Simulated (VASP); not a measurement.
Wanted: the native input for a VASP 6.6.1 run.

```
Task                   : single point
Functional             : PBE
Potentials or basis    : VASP PAW PBE potentials, release 64 (Hf_pv, W_sv, S)
Cutoff                 : 520 eV
k mesh                 : 4 × 4 × 2
Occupations            : gaussian, width 0.1 eV
Spin                   : no spin polarisation
Dipole correction      : no
Further INCAR settings : ALGO = Normal; EDIFF = 1e-07; NBANDS = 36
```

The structure of HfWS5 lies in POSCAR:

```
HfWS5
1.0
    4.3078862400      0.0000000000      0.0000000000
    0.0000000000      4.3078862400      0.0000000000
    0.0000000000      0.0000000000      7.5959923400
Hf W S
1 1 5
Direct
    0.5000000000      0.5000000000      0.0000000000
    0.0000000000      0.0000000000      0.5000000000
    0.0000000000      0.5000000000      0.2990656500
    0.0000000000      0.5000000000      0.7009343500
    0.5000000000      0.0000000000      0.2990656500
    0.5000000000      0.0000000000      0.7009343500
    0.0000000000      0.0000000000      0.0000000000
```

The cell was built from a structure type or drawn by symmetry, and may not be a known phase.

One way to write it, as run:

INCAR

```
SYSTEM = HfWS5
ALGO = Normal
EDIFF = 1E-7
ENCUT = 520
GGA = PE
ISIF = 2
ISMEAR = 0
LASPH = .True.
LCHARG = .False.
LREAL = .False.
LWAVE = .False.
NBANDS = 36
NELM = 60
PREC = Accurate
SIGMA = 0.1
```

KPOINTS

```
k-points
0
Gamma
  4 4 2
  0 0 0
```

Potentials or basis: VASP PAW PBE potentials, release 64 (Hf_pv, W_sv, S).

Command:

```console
$ cat potpaw_PBE.64/Hf_pv/POTCAR potpaw_PBE.64/W_sv/POTCAR potpaw_PBE.64/S/POTCAR > POTCAR
$ mpirun -np 1 vasp_std > vasp.out
```

Results of the run:

```json
{"Pressure": "-14.9 GPa", "Largest force": "0.378 eV/Å", "Band gap on the k mesh": "zero (bands 27 and 28 overlap by 0.96 eV)"}
```

Caveat: the k points lie up to 0.41 Å⁻¹ apart, too coarse for converged energies and pressures of a metal; spin-orbit coupling is left out, which moves the levels of the heavy elements.

Run time: 3.6 min on 1 thread of Intel Xeon 8259CL, with other jobs on the host, peak memory 0.26 GiB.
